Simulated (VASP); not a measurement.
# KSi16 (a cell with a defect) in VASP: further runs, part 3 of 3

VASP 6.6.1. The steps go on from the part before.

## Step 4: Single point, PBE

Input file INCAR:

```
SYSTEM = KSi16
ALGO     = Normal         ! electronic algorithm
EDIFF    = 1E-7           ! SCF threshold, eV
ENCUT    = 520            ! plane-wave cutoff, eV
GGA      = PE             ! functional
ISIF     = 2              ! what is computed and relaxed
ISMEAR   = 0              ! smearing method
LASPH    = .True.         ! aspherical terms in the spheres
LCHARG   = .False.        ! write CHGCAR
LREAL    = Auto         
LWAVE    = .False.        ! write WAVECAR
NBANDS   = 50             ! bands
NELECT   = 72.0         
NELM     = 60             ! most SCF steps
PREC     = Accurate       ! precision mode
SIGMA    = 0.02           ! smearing width, eV
```

Input file KPOINTS:

```
k-points
0
Gamma
  2 2 2
  0 0 0
```

Input file POSCAR:

```
KSi16
1.0
    0.0000000000      5.4700937627     -5.4700937627
    5.4700937627      5.4700937627      0.0000000000
    5.4700937627      0.0000000000     -5.4700937627
Si K
16 1
Direct
    0.1323852079      0.1183558323      0.1308914492
    0.1253510506      0.6253750207      0.1238805091
    0.6183649946      0.1183770385      0.1309071711
    0.6183563110      0.6323619210      0.1309087250
    0.1323999243      0.1183751190      0.6168824789
    0.1324012040      0.6323535117      0.6168744351
    0.6254188042      0.1253480342      0.6239257768
    0.6183830930      0.6323722499      0.6168946359
    0.2499880366      0.7499891552      0.2485037842
    0.2499937038      0.2514980656      0.2485089029
    0.7514767897      0.7500029575      0.2485195975
    0.7436922796      0.2436805579      0.2689536165
    0.2500063179      0.7499970161      0.7500019521
    0.2704495689      0.2436765361      0.7422051022
    0.7437139428      0.7703838696      0.7422214639
    0.7437200671      0.2437072485      0.7422275881
   -0.1245889978      0.3753552661     -0.1260904346
```

Potentials or basis: VASP PAW PBE potentials, release 64 (Si, K_sv).

Launch:

```console
cat potpaw_PBE.64/Si/POTCAR potpaw_PBE.64/K_sv/POTCAR > POTCAR
mpirun -np 1 vasp_std > vasp.out
```

OUTCAR:

```text
SYSTEM = KSi16
   EDIFF = 1E-7
   ENCUT = 520
   GGA = PE
   ISIF = 2
   ISMEAR = 0
   LASPH = .True.
   LREAL = Auto
   NELECT = 72.0
   NELM = 60
   PREC = Accurate

 ion  position               nearest neighbor table
   1  0.132  0.118  0.131-   9 2.33  10 2.33  14 2.46  12 2.46  17 2.81
   2  0.125  0.625  0.124-  11 2.36   9 2.36  10 2.36  13 2.36
   3  0.618  0.118  0.131-  10 2.33  11 2.33  12 2.46  16 2.46  17 2.81
   4  0.618  0.632  0.131-   9 2.33  11 2.33  12 2.46  15 2.46  17 2.81
   5  0.132  0.118  0.617-  10 2.33  13 2.33  14 2.46  16 2.46  17 2.81
   6  0.132  0.632  0.617-   9 2.33  13 2.33  14 2.46  15 2.46  17 2.81
   7  0.625  0.125  0.624-  16 2.24  15 2.24  14 2.24  12 2.24
   8  0.618  0.632  0.617-  11 2.33  13 2.33  16 2.46  15 2.46  17 2.81
   9  0.250  0.750  0.249-   1 2.33   4 2.33   6 2.33   2 2.36
  10  0.250  0.251  0.249-   1 2.33   3 2.33   5 2.33   2 2.36
  11  0.751  0.750  0.249-   4 2.33   3 2.33   8 2.33   2 2.36
  12  0.744  0.244  0.269-   7 2.24   3 2.46   4 2.46   1 2.46  17 2.50
  13  0.250  0.750  0.750-   8 2.33   6 2.33   5 2.33   2 2.36
  14  0.270  0.244  0.742-   7 2.24   5 2.46   6 2.46   1 2.46  17 2.50
  15  0.744  0.770  0.742-   7 2.24   8 2.46   4 2.46   6 2.46  17 2.50
  16  0.744  0.244  0.742-   7 2.24   8 2.46   3 2.46   5 2.46  17 2.50
  17  0.875  0.375  0.874-  16 2.50  15 2.50  14 2.50  12 2.50   1 2.81   6 2.81   4 2.81   5 2.81
                             3 2.81   8 2.81

  LATTYP: Found a face centered cubic cell.
 ALAT       =    10.9401875254

  Lattice vectors:

 A1 = (   0.0000000000,   5.4700937627,  -5.4700937627)
 A2 = (   5.4700937627,   5.4700937627,   0.0000000000)
 A3 = (   5.4700937627,   0.0000000000,  -5.4700937627)

Analysis of symmetry for initial positions (statically):
=====================================================================
 Subroutine PRICEL returns:
 Original cell was already a primitive cell.

 Routine SETGRP: Setting up the symmetry group for a
 face centered cubic supercell.

 Subroutine GETGRP returns: Found  1 space group operations
 (whereof  1 operations were pure point group operations)
 out of a pool of 48 trial point group operations.

The static configuration has the point symmetry C_1 .

Analysis of symmetry for dynamics (positions and initial velocities):
=====================================================================
 Subroutine PRICEL returns:
 Original cell was already a primitive cell.

 Routine SETGRP: Setting up the symmetry group for a
 face centered cubic supercell.

 Subroutine GETGRP returns: Found  1 space group operations
 (whereof  1 operations were pure point group operations)
 out of a pool of 48 trial point group operations.

The dynamic configuration has the point symmetry C_1 .

 Subroutine INISYM returns: Found  1 space group operations
 (whereof  1 operations are pure point group operations),
 and found     1 'primitive' translations

----------------------------------------------------------------------------------------

                                     Primitive cell

  volume of cell :     327.3515

  direct lattice vectors                    reciprocal lattice vectors
     0.000000000  5.470093763 -5.470093763    -0.091406111  0.091406111 -0.091406111
     5.470093763  5.470093763  0.000000000     0.091406111  0.091406111  0.091406111
     5.470093763  0.000000000 -5.470093763     0.091406111 -0.091406111 -0.091406111
[... 79 lines left out ...]
   k-points           NKPTS =      8   k-points in BZ     NKDIM =      8   number of bands    NBANDS=     50
   number of dos      NEDOS =    301   number of ions     NIONS =     17
   total plane-waves  NPLWV = 216000
   dimension x,y,z NGX =    60 NGY =   60 NGZ =   60
   dimension x,y,z NGXF=   120 NGYF=  120 NGZF=  120
   ions per type =              16   1
   NGX,Y,Z   is equivalent  to a cutoff of  12.89, 12.89, 12.89 a.u.
   NGXF,Y,Z  is equivalent  to a cutoff of  25.79, 25.79, 25.79 a.u.
 SYSTEM =  KSi16
   PREC   = accura    normal or accurate (medium, high low for compatibility)
   ISTART =      0    job   : 0-new  1-cont  2-samecut
   ICHARG =      2    charge: 1-file 2-atom 10-const
   ISPIN  =      1    spin polarized calculation?
   LNONCOLLINEAR =      F non collinear calculations
   LSORBIT =      F    spin-orbit coupling
   LASPH  =      T    aspherical Exc in radial PAW
   ENCUT  =  520.0 eV  38.22 Ry    6.18 a.u.  14.38 14.38 14.38*2*pi/ulx,y,z
   NELM   =     60;   NELMIN=  2; NELMDL= -5     # of ELM steps
   EDIFF  = 0.1E-06   stopping-criterion for ELM
   LREAL  =      T    real-space projection
   EDIFFG = 0.1E-05   stopping-criterion for IOM
   NSW    =      0    number of steps for IOM
   IBRION =     -1    ionic relax: 0-MD 1-quasi-New 2-CG
   NFREE  =      0    steps in history (QN), initial steepest desc. (CG)
   ISIF   =      2    stress and relaxation
   ISYM   =      2    0-nonsym 1-usesym 2-fastsym
   POTIM  = 0.5000    time-step for ionic-motion
   TEBEG  =    0.0;   TEEND  =   0.0 temperature during run
   PSTRESS=    0.0 pullay stress
   NELECT =      72.0000    total number of electrons
   NUPDOWN=      -1.0000    fix difference up-down
   EMIN   =  10.00;   EMAX   =-10.00  energy-range for DOS
   EFERMI =   0.00;   METHOD = LEGACY
   ISMEAR =     0;   SIGMA  =   0.02  broadening in eV -4-tet -1-fermi 0-gaus
   EFERMI_NEDOS =   21; number of points for ismear=-14 and -15
   IALGO  =     38    algorithm
   IMIX   =      4    mixing-type and parameters
     AMIX     =   0.40;   BMIX     =  1.00
     AMIX_MAG =   1.60;   BMIX_MAG =  1.00
  volume/ion in A,a.u.               =      19.26       129.95
  Fermi-wavevector in a.u.,A,eV,Ry     =   0.988206  1.867439 13.286789  0.976551
  Thomas-Fermi vector in A             =   2.119716
   LORBIT       =      0    0 simple, 1 ext, 2 COOP (PROOUT), +10 PAW based schemes
   GGA     = PE    functional components
   LHFCALC =     F    Hartree Fock is set to
   AEXX    =    0.0000 exact exchange contribution
   IVDW    =     0    specifies the selected vdW correction
   LEPSILON=     F    determine dielectric tensor
   LRPA    =     F    only Hartree local field effects (RPA)
 non-spin polarized calculation
 Gauss-broadening in eV      SIGMA  =   0.02
  energy-cutoff  :      520.00
  volume of cell :      327.35
 maximum number of plane-waves:      8824
 NGX is ok and might be reduce to    60
   NGX = 29   NGY = 29   NGZ = 29

 number of electron      72.0000003 magnetization

 Free energy of the ion-electron system (eV)
  ---------------------------------------------------
  ext. energy  EPLUGINS =         0.00000000
  ---------------------------------------------------
  free energy    TOTEN  =       -88.14934744 eV

  energy without entropy =      -88.14934744  energy(sigma->0) =      -88.14934744

 E-fermi :   6.0892     XC(G=0):  -9.5146

 val. band max:        5.8936990257   @ k =   0.0000   0.0000   0.0000
 cond. band min:       6.3731557912   @ k =   0.0000   0.0000   0.0000
 fundamental gap:      0.4794567654
 Fermi energy:         6.0892325225

 k-point     1 :       0.0000    0.0000    0.0000
  band No.  band energies     occupation
      1     -24.0333      2.00000
      2      -8.3199      2.00000
      3      -8.3198      2.00000
      4      -8.3198      2.00000
      5      -5.8124      2.00000
      6      -3.8598      2.00000
[... 397 lines left out ...]
     47      10.0992      0.00000
     48      10.1129      0.00000
 [bands above 48 left out]

------------------------ aborting loop because EDIFF is reached ----------------------------------------

  FORCE on cell =-STRESS in cart. coord.  units (eV):
  Direction    XX          YY          ZZ          XY          YZ          ZX
  --------------------------------------------------------------------------------------
  -------------------------------------------------------------------------------------
  Total        7.5807891      7.5802521      7.5820137      0.0052377     -0.0020116      0.0008331
  in kB       37.1031420     37.1005140     37.1091359      0.0256350     -0.0098457      0.0040773
  external PRESSURE =      37.1042640 kB  Pullay stress =       0.0000000 kB

 VOLUME and BASIS-vectors are now :
 -----------------------------------------------------------------------------
  energy-cutoff  :      520.00
  volume of cell :      327.35
      direct lattice vectors                 reciprocal lattice vectors
     0.000000000  5.470093763 -5.470093763    -0.091406111  0.091406111 -0.091406111
     5.470093763  5.470093763  0.000000000     0.091406111  0.091406111  0.091406111
     5.470093763  0.000000000 -5.470093763     0.091406111 -0.091406111 -0.091406111

 POSITION                                       TOTAL-FORCE (eV/Angst)
 -----------------------------------------------------------------------------------
      1.36341      1.37158     -1.44015         0.001097     -0.001202     -0.021075
      4.09850      4.10654     -1.36332        -0.001721      0.001419      0.001662
      1.36361      4.03005     -4.09859         0.000734     -0.020449     -0.000698
      4.17516      6.84155     -4.09855         0.020303     -0.000618     -0.000679
      4.02193      1.37176     -4.09865        -0.019251     -0.000949     -0.000648
      6.83339      4.18328     -4.09861         0.000934      0.019171     -0.000405
[... 9 lines left out ...]
      5.39316      5.40132     -8.12827        -0.027303     -0.027913      0.026597
      6.83360      6.84181     -9.56895        -0.005145      0.005480      0.005237
 -----------------------------------------------------------------------------------
    total drift:                               -0.007651      0.008520      0.007401

  FREE ENERGIE OF THE ION-ELECTRON SYSTEM (eV)
  ---------------------------------------------------
  free  energy   TOTEN  =       -88.1493474411 eV

  energy  without entropy=      -88.1493474411  energy(sigma->0) =      -88.14934744
```

Wall time 3.8 min (1 thread of Intel Xeon Platinum 8488C (Sapphire Rapids), shared host); peak memory 0.49 GiB.

What came out:

```yaml
Free_energy: -88.1493 eV
Largest_force: 0.047 eV/Å
```

Forces in eV/Å, atoms in the order of the input:
```
Si   0.001 -0.001 -0.021
Si  -0.002  0.001  0.002
Si   0.001 -0.020 -0.001
Si   0.020 -0.001 -0.001
Si  -0.019 -0.001 -0.001
Si   0.001  0.019  0.000
Si  -0.002  0.002  0.002
Si   0.001 -0.001  0.019
Si   0.002  0.001 -0.002
Si  -0.001 -0.002 -0.002
Si   0.002 -0.002  0.001
Si   0.027 -0.027 -0.027
Si  -0.001  0.001  0.001
Si  -0.026  0.026 -0.027
Si   0.028  0.027  0.027
Si  -0.027 -0.028  0.027
K   -0.005  0.005  0.005
```

Caveat: the k points lie up to 0.50 Å⁻¹ apart; the cell carries a net charge on a neutralising background, which shifts energy and pressure; the cell is charged against a uniform background, so pressure and absolute levels hang on convention.
